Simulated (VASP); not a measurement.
Be, 36 atoms in the cell. The typed cell holds 36 atoms: a = 6.870 Å, b = 6.870 Å, c = 7.177 Å, α = 90.00°, β = 90.00°, γ = 120.00°. 

- Program: VASP 6.6.1
- Task: single point
- Functional: LDA
- Potentials or basis: VASP PAW LDA potentials, release 64 (Be)
- Cutoff: 520 eV
- k mesh: 2 × 2 × 2
- Occupations: fermi-dirac, width 0.24 eV
- Spin: no spin polarisation
- Dipole correction: no
- Further INCAR settings: LREAL = Auto; ALGO = Normal; EDIFF = 1e-06; NBANDS = 60

Potentials or basis: VASP PAW LDA potentials, release 64 (Be).

Command:

```bash
$ cat potpaw_LDA.64/Be/POTCAR > POTCAR
$ mpirun -np 1 vasp_std > vasp.out
```

Hardware: 1 thread of AMD EPYC 7R43 64-Core Processor (Zen 3), with other jobs on the host.

**Question.** Estimate the wall time of this run.

**Answer.** It took 5.1 min on 1 thread of AMD EPYC 7R43 64-Core Processor (Zen 3), with other jobs on the host, peak memory 0.3 GiB. Counts: scf iterations 13, k points 8.
